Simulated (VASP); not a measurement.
Runs of VASP 6.6.1 on Mg3O2. The structure is that of space group R-3c (No. 167), or close to it. The cells are those of the table. 

```tsv
task	spin	cell	k mesh	cutoff (eV)	smearing	gap on the mesh (eV)	pressure (GPa)	largest force (eV/Å)
relaxation of cell and atoms	off	relaxed from a = 6.125 Å, angles 55.3°, 10 atoms	6 × 6 × 6	600	gaussian 0.1 eV	0.46	0.0	0.01
single point	off	a = 6.034 Å, angles 51.8°, 10 atoms	12 × 12 × 12	520	gaussian 0.02 eV	0.43	(a)	0.01
single point	off	a = 6.030 Å, angles 51.9°, 10 atoms	6 × 6 × 6	520	gaussian 0.1 eV	0.44	-0.4	0.01
single point	off	a = 6.125 Å, angles 55.3°, 10 atoms	6 × 6 × 6	520	gaussian 0.1 eV	none	(b)	1.13
single point	collinear, ferromagnetic start	a = 6.125 Å, angles 55.3°, 10 atoms	6 × 6 × 6	520	gaussian 0.1 eV	none	-7.0	1.13
```

Alike in all rows: level PBE; potentials or basis VASP PAW PBE potentials, release 64 (Mg, O).

Estimate the missing entries.

(a) -0.5; (b) -7.1.

Caveats: forces of over 1 eV/Å act on the atoms, so gaps and moduli don't describe the material at rest (some runs).

A k mesh can miss the band edges.

A gap of «none» marks levels without a gap at the run's occupations.
